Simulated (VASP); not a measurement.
# Sc (P6_3/mmc) in VASP: further runs, part 2 of 2

VASP 6.6.1.

**3. Single point, PBE**

This run uses another cell than the first one, of the same volume but with other edges.

INCAR

```
SYSTEM = Sc
PREC = Accurate ; ENCUT = 520
EDIFF = 1E-7 ; ISMEAR = 0
SIGMA = 0.15 ; LREAL = .FALSE.
LASPH = .TRUE. ; NELM = 60
ALGO = Fast ; ISIF = 2
LWAVE = .FALSE. ; LCHARG = .TRUE.
GGA = PE ; LELF = .TRUE.
LVHAR = .TRUE. ; NBANDS = 18
```

KPOINTS

```
Automatic mesh
0
G
  18 18 10
  0 0 0
```

POSCAR

```
Sc
1.0
    3.1136980336      0.0000000000      0.0000000000
   -1.5568490168      2.6965415968      0.0000000000
    0.0000000000      0.0000000000      5.9488533602
Sc
2
Direct
    0.3333333333      0.6666666667      0.2500000000
    0.6666666667      0.3333333333      0.7500000000
```

Potentials or basis: VASP PAW PBE potentials, release 64 (Sc_sv).

On the command line:

```
cat potpaw_PBE.64/Sc_sv/POTCAR > POTCAR
mpirun -np 1 vasp_std > vasp.out
```

OUTCAR:

```text
SYSTEM = Sc
   PREC = Accurate
   ENCUT = 520
   EDIFF = 1E-7
   ISMEAR = 0
   LREAL = .FALSE.
   LASPH = .TRUE.
   NELM = 60
   ISIF = 2
   GGA = PE

 ion  position               nearest neighbor table
   1  0.333  0.667  0.250-
   2  0.667  0.333  0.750-

  LATTYP: Found a hexagonal cell.
 ALAT       =     3.1136980336
 C/A-ratio  =     1.9105428002

  Lattice vectors:

 A1 = (   3.1136980336,   0.0000000000,   0.0000000000)
 A2 = (  -1.5568490168,   2.6965415968,   0.0000000000)
 A3 = (   0.0000000000,   0.0000000000,   5.9488533602)

Analysis of symmetry for initial positions (statically):
=====================================================================
 Subroutine PRICEL returns:
 Original cell was already a primitive cell.

 Routine SETGRP: Setting up the symmetry group for a
 hexagonal supercell.

 Subroutine GETGRP returns: Found 24 space group operations
 (whereof 12 operations were pure point group operations)
 out of a pool of 24 trial point group operations.

The static configuration has the point symmetry D_3d.
 The point group associated with its full space group is D_6h.

Analysis of symmetry for dynamics (positions and initial velocities):
=====================================================================
 Subroutine PRICEL returns:
 Original cell was already a primitive cell.

 Routine SETGRP: Setting up the symmetry group for a
 hexagonal supercell.

 Subroutine GETGRP returns: Found 24 space group operations
 (whereof 12 operations were pure point group operations)
 out of a pool of 24 trial point group operations.

The dynamic configuration has the point symmetry D_3d.
 The point group associated with its full space group is D_6h.

 Subroutine INISYM returns: Found 24 space group operations
 (whereof 12 operations are pure point group operations),
 and found     1 'primitive' translations

----------------------------------------------------------------------------------------

                                     Primitive cell

  volume of cell :      49.9479

  direct lattice vectors                    reciprocal lattice vectors
     3.113698034  0.000000000  0.000000000     0.321161522  0.185422691  0.000000000
    -1.556849017  2.696541597  0.000000000     0.000000000  0.370845383  0.000000000
     0.000000000  0.000000000  5.948853360     0.000000000  0.000000000  0.168099622

  length of vectors
     3.113698034  3.113698034  5.948853360     0.370845383  0.370845383  0.168099622

  position of ions in fractional coordinates (direct lattice)
     0.333333333  0.666666667  0.250000000
     0.666666667  0.333333333  0.750000000

  ion indices of the primitive-cell ions
   primitive index   ion index
                 1           1
                 2           2

----------------------------------------------------------------------------------------

 KPOINTS: Automatic mesh

Automatic generation of k-mesh.
 Grid dimensions read from file:
 generate k-points for:   18   18   10

 Generating k-lattice:

  Cartesian coordinates                     Fractional coordinates (reciprocal lattice)
     0.017842307  0.010301261  0.000000000     0.055555556  0.000000000  0.000000000
     0.000000000  0.020602521  0.000000000     0.000000000  0.055555556  0.000000000
     0.000000000  0.000000000  0.016809962     0.000000000  0.000000000  0.100000000

  Length of vectors
     0.020602521  0.020602521  0.016809962

  Shift w.r.t. Gamma in fractional coordinates (k-lattice)
     0.000000000  0.000000000  0.000000000

 Subroutine IBZKPT returns following result:
 ===========================================

 Found    222 irreducible k-points:

 Following reciprocal coordinates:
            Coordinates               Weight
  0.000000  0.000000  0.000000      1.000000
  0.055556  0.000000  0.000000      6.000000
  0.111111  0.000000  0.000000      6.000000
  0.166667  0.000000  0.000000      6.000000
  0.222222  0.000000  0.000000      6.000000
  0.277778  0.000000  0.000000      6.000000
[... 16 lines left out ...]
  0.333333  0.111111  0.000000     12.000000
  0.388889  0.111111  0.000000     12.000000
 [... further k-points ...]
   k-points           NKPTS =    222   k-points in BZ     NKDIM =    222   number of bands    NBANDS=     18
   number of dos      NEDOS =    301   number of ions     NIONS =      2
   total plane-waves  NPLWV =  27648
   dimension x,y,z NGX =    24 NGY =   24 NGZ =   48
   dimension x,y,z NGXF=    48 NGYF=   48 NGZF=   96
   ions per type =               2
   NGX,Y,Z   is equivalent  to a cutoff of  12.81, 12.81, 13.41 a.u.
   NGXF,Y,Z  is equivalent  to a cutoff of  25.63, 25.63, 26.83 a.u.
 SYSTEM =  Sc
   PREC   = accura    normal or accurate (medium, high low for compatibility)
   ISTART =      0    job   : 0-new  1-cont  2-samecut
   ICHARG =      2    charge: 1-file 2-atom 10-const
   ISPIN  =      1    spin polarized calculation?
   LNONCOLLINEAR =      F non collinear calculations
   LSORBIT =      F    spin-orbit coupling
   LASPH  =      T    aspherical Exc in radial PAW
   ENCUT  =  520.0 eV  38.22 Ry    6.18 a.u.   5.79  5.79 11.06*2*pi/ulx,y,z
   NELM   =     60;   NELMIN=  2; NELMDL= -5     # of ELM steps
   EDIFF  = 0.1E-06   stopping-criterion for ELM
   LREAL  =      F    real-space projection
   EDIFFG = 0.1E-05   stopping-criterion for IOM
   NSW    =      0    number of steps for IOM
   IBRION =     -1    ionic relax: 0-MD 1-quasi-New 2-CG
   NFREE  =      0    steps in history (QN), initial steepest desc. (CG)
   ISIF   =      2    stress and relaxation
   ISYM   =      2    0-nonsym 1-usesym 2-fastsym
   POTIM  = 0.5000    time-step for ionic-motion
   TEBEG  =    0.0;   TEEND  =   0.0 temperature during run
   PSTRESS=    0.0 pullay stress
   NELECT =      22.0000    total number of electrons
   NUPDOWN=      -1.0000    fix difference up-down
   EMIN   =  10.00;   EMAX   =-10.00  energy-range for DOS
   EFERMI =   0.00;   METHOD = LEGACY
   ISMEAR =     0;   SIGMA  =   0.15  broadening in eV -4-tet -1-fermi 0-gaus
   EFERMI_NEDOS =   21; number of points for ismear=-14 and -15
   IALGO  =     68    algorithm
   IMIX   =      4    mixing-type and parameters
     AMIX     =   0.40;   BMIX     =  1.00
     AMIX_MAG =   1.60;   BMIX_MAG =  1.00
  volume/ion in A,a.u.               =      24.97       168.53
  Fermi-wavevector in a.u.,A,eV,Ry     =   1.245595  2.353833 21.109524  1.551506
  Thomas-Fermi vector in A             =   2.379810
   LORBIT       =      0    0 simple, 1 ext, 2 COOP (PROOUT), +10 PAW based schemes
   GGA     = PE    functional components
   LHFCALC =     F    Hartree Fock is set to
   AEXX    =    0.0000 exact exchange contribution
   IVDW    =     0    specifies the selected vdW correction
   LEPSILON=     F    determine dielectric tensor
   LRPA    =     F    only Hartree local field effects (RPA)
 non-spin polarized calculation
 RMM-DIIS sequential band-by-band and
 Gauss-broadening in eV      SIGMA  =   0.15
  energy-cutoff  :      520.00
  volume of cell :       49.95
 maximum number of plane-waves:      1360
 NGX is ok and might be reduce to    24

 number of electron      22.0000006 magnetization

 Free energy of the ion-electron system (eV)
  ---------------------------------------------------
  ext. energy  EPLUGINS =         0.00000000
  ---------------------------------------------------
  free energy    TOTEN  =       -12.22306682 eV

  energy without entropy =      -12.17079732  energy(sigma->0) =      -12.19693207

 E-fermi :   3.6521     XC(G=0):  -9.8080

 val. band max:        3.6517924919   @ k =   0.3889   0.1667   0.2000
 cond. band min:       3.6527744675   @ k =   0.3889   0.1111   0.3000
 fundamental gap:      0.0009819756
 Fermi energy:         3.6521390247

 k-point     1 :       0.0000    0.0000    0.0000
  band No.  band energies     occupation
      1     -45.8200      2.00000
      2     -45.7932      2.00000
      3     -24.5460      2.00000
      4     -24.3063      2.00000
      5     -24.2040      2.00000
      6     -24.2040      2.00000
[... 10 lines left out ...]
     17       6.6679      0.00000
     18       6.7912      0.00000

 k-point     2 :       0.0556    0.0000    0.0000
  band No.  band energies     occupation
      1     -45.8177      2.00000
      2     -45.7912      2.00000
      3     -24.5422      2.00000
      4     -24.3058      2.00000
      5     -24.2184      2.00000
      6     -24.2076      2.00000
[... 10 lines left out ...]
     17       6.5706      0.00000
     18       6.6446      0.00000
[... 442 lines left out ...]
 k-point    24 :       0.3889    0.1111    0.0000
  band No.  band energies     occupation
      1     -45.7408      2.00000
      2     -45.7322      2.00000
      3     -24.6463      2.00000
      4     -24.6176      2.00000
      5     -24.3928      2.00000
      6     -24.3505      2.00000
[... 10 lines left out ...]
     17       7.0601      0.00000
     18       7.5268      0.00000

 [... further k-points ...]
[... 5 lines left out ...]
  --------------------------------------------------------------------------------------
  -------------------------------------------------------------------------------------
  Total        1.5297109      1.5297109     -2.8856171      0.0000000      0.0000000      0.0000000
  in kB       49.0685307     49.0685307    -92.5619319      0.0000000      0.0000000      0.0000000
  external PRESSURE =       1.8583765 kB  Pullay stress =       0.0000000 kB

 VOLUME and BASIS-vectors are now :
 -----------------------------------------------------------------------------
  energy-cutoff  :      520.00
  volume of cell :       49.95
      direct lattice vectors                 reciprocal lattice vectors
     3.113698034  0.000000000  0.000000000     0.321161522  0.185422691  0.000000000
    -1.556849017  2.696541597  0.000000000     0.000000000  0.370845383  0.000000000
     0.000000000  0.000000000  5.948853360     0.000000000  0.000000000  0.168099622

 POSITION                                       TOTAL-FORCE (eV/Angst)
 -----------------------------------------------------------------------------------
     -0.00000      1.79769      1.48721        -0.000000      0.000000      0.000000
      1.55685      0.89885      4.46164         0.000000     -0.000000      0.000000
 -----------------------------------------------------------------------------------
    total drift:                                0.000000     -0.000000      0.000000

  FREE ENERGIE OF THE ION-ELECTRON SYSTEM (eV)
  ---------------------------------------------------
  free  energy   TOTEN  =       -12.2230668152 eV

  energy  without entropy=      -12.1707973165  energy(sigma->0) =      -12.19693207
```

stdout:

```text
POSCAR found type information on POSCAR Sc
 POSCAR found :  1 types and       2 ions
 scaLAPACK will be used
 LDA part: xc-table for (Slater+PW92), standard interpolation
 POSCAR, INCAR and KPOINTS ok, starting setup
 FFT: planning ... GRIDC
 FFT: planning ... GRID_SOFT
 FFT: planning ... GRID
 WAVECAR not read
 entering main loop
```

Wall time 3 min (1 thread of Intel Xeon Platinum 8375C at 2.90GHz (Ice Lake), shared host); peak memory 0.29 GiB.

Results:

```
Free energy            : -12.2231 eV
Pressure               : 0.2 GPa
Band gap on the k mesh : zero (band 11 reaches 3.99 eV, above the bottom of band 12 at 3.42 eV)
```

**4. Single point, PBE**

This run uses another cell than the first one, of the same volume but with other edges.

INCAR

```
SYSTEM = Sc
PREC = Accurate
ENCUT = 520
EDIFF = 1E-6
ISMEAR = 0
SIGMA = 0.15
LREAL = .False.
LASPH = .True.
NELM = 100
ALGO = Fast
ISIF = 2
LWAVE = .False.
LCHARG = .False.
GGA = PE
NBANDS = 18
```

KPOINTS

```
regular mesh
0
Gamma
  18 18 10
  0 0 0
```

POSCAR

```
Sc
1.0
    3.4020521397      0.0000000000      0.0000000000
   -1.7010260698      2.9462635780      0.0000000000
    0.0000000000      0.0000000000      4.9831541031
Sc
2
Direct
    0.3333333333      0.6666666667      0.2500000000
    0.6666666667      0.3333333333      0.7500000000
```

On the command line:

```
cat potpaw_PBE.64/Sc_sv/POTCAR > POTCAR
mpirun -np 1 vasp_std > vasp.out
```

It took 4.1 min on 1 thread of Intel Xeon Platinum 8375C at 2.90GHz (Ice Lake), shared host; peak memory 0.29 GiB.

The run converged. Its results:

| Property | Result |
| --- | --- |
| Free energy | -12.4911 eV |
| Pressure | -0.7 GPa |
| Band gap on the k mesh | zero (band 11 reaches 4.78 eV, above the bottom of band 12 at 3.06 eV) |

Stress tensor (GPa, compression positive):
```
-2.17  0.00  0.00
 0.00 -2.17  0.00
 0.00  0.00  2.36
```

Levels at points of the mesh, in eV from the Fermi level:
```csv
k point,band 8,band 9,band 10,band 11,band 12,band 13,band 14,band 15
"(0.00, 0.00, 0.00)",-27.82,-5.08,-1.51,1.07,1.52,1.52,2.05,2.05
"(0.50, 0.00, 0.00)",-27.89,-1.69,-1.07,-0.55,-0.49,1.12,1.48,2.10
"(0.00, 0.00, 0.50)",-27.92,-3.42,-3.42,1.20,1.20,1.35,1.35,1.35
"(0.50, 0.00, 0.50)",-27.92,-1.42,-1.42,0.12,0.12,1.31,1.31,2.20
```

**5. Summary**

| cell | further INCAR settings | gap on the mesh (eV) | pressure (GPa) |
| --- | --- | --- | --- |
| a = 3.493, b = 3.493, c = 4.727 Å, angles 90.0, 90.0, 120.0°, 2 atoms | ALGO = Fast; EDIFF = 1e-07; NBANDS = 18 | none | -0.5 |
| a = 3.114, b = 3.114, c = 5.949 Å, angles 90.0, 90.0, 120.0°, 2 atoms | ALGO = Fast; EDIFF = 1e-07; NBANDS = 18 | none | 0.2 |
| a = 3.402, b = 3.402, c = 4.983 Å, angles 90.0, 90.0, 120.0°, 2 atoms | ALGO = Fast; EDIFF = 1e-06; NBANDS = 18 | none | -0.7 |

Alike in all rows: task single point; level PBE; potentials or basis VASP PAW PBE potentials, release 64 (Sc_sv); no spin polarisation; k mesh 18 × 18 × 10; cutoff (eV) 520; smearing gaussian 0.15 eV.

Absolute energies hang on the potentials; compare differences alone.
